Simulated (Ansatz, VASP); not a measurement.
**TiTe2: VASP beside Ansatz**

```
CELL_PARAMETERS angstrom
5.29466 0.00000 0.00000
-2.64733 4.58531 0.00000
0.00000 0.00000 3.11914
ATOMIC_POSITIONS crystal
Ti 0.00000 0.00000 0.00000
Te 0.33333 0.66667 0.50000
Te 0.66667 0.33333 0.50000
```

Alike in both runs: task relaxation of cell and atoms; functional PBE; k mesh 12 × 12 × 14; occupations gaussian, width 0.1 eV; no spin polarisation.

|  | VASP | Ansatz |
| --- | --- | --- |
| version | VASP 6.6.1 | Ansatz 0.2.0 |
| potentials or method | VASP PAW PBE potentials, release 64 (Ti_sv, Te), cutoff 600 eV | scalar-relativistic, plane waves, PAW |
| valence electrons in the cell | 24 | 44 |

```csv
,VASP,Ansatz,Ansatz less VASP
"gap on the k mesh at the Fermi level, each at its own relaxed structure (eV)",none,none,-
relaxed volume (Å³/atom),25.26,25.26,-0.004
relaxed length of the cell vector where the two differ most in proportion (Å),3.069,3.067,-0.0013
```

A gap of «none» marks a metal or a gap that the smearing closes. VASP's potentials hold 24 valence electrons a cell and Ansatz's 44, so a difference there can come from the potentials and not from the codes.

Spin-orbit coupling is off throughout.
